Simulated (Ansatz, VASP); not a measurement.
One calculation of SrTiTe2, two programs

```
Sr Ti Te
1.0
     2.12653    1.22775    7.31789
    -2.12653    1.22775    7.31789
     0.00000   -2.45550    7.31789
Sr Ti Te
1 1 2
Direct
  0.00000 0.00000 0.00000
  0.50000 0.50000 0.50000
  0.23573 0.23573 0.23573
  0.76427 0.76427 0.76427
```

Alike in both runs: functional PBE; k mesh 6 × 6 × 6; occupations gaussian, width 0.1 eV; no spin polarisation.

Ansatz relaxed the structure, and its values are those at the end. VASP's run is a single point on that final structure, the one shown.

```csv
,VASP,Ansatz
version,VASP 6.6.1,Ansatz 0.2.0
potentials or method,"VASP PAW PBE potentials, release 64 (Sr_sv, Ti_sv, Te), cutoff 520 eV","scalar-relativistic, plane waves, PAW"
valence electrons in the cell,34,54
```

```csv
,VASP,Ansatz,Ansatz less VASP
gap on the k mesh at the Fermi level (eV),none,none,-
pressure (GPa),0.3,0.2,-0.09
rms of the force components (eV/Å),0.000,0.005,+0.0050
```

A gap of «none» marks a metal or a gap that the smearing closes. VASP's potentials hold 34 valence electrons a cell and Ansatz's 54, so a difference there can come from the potentials and not from the codes.

Spin-orbit coupling is off throughout.
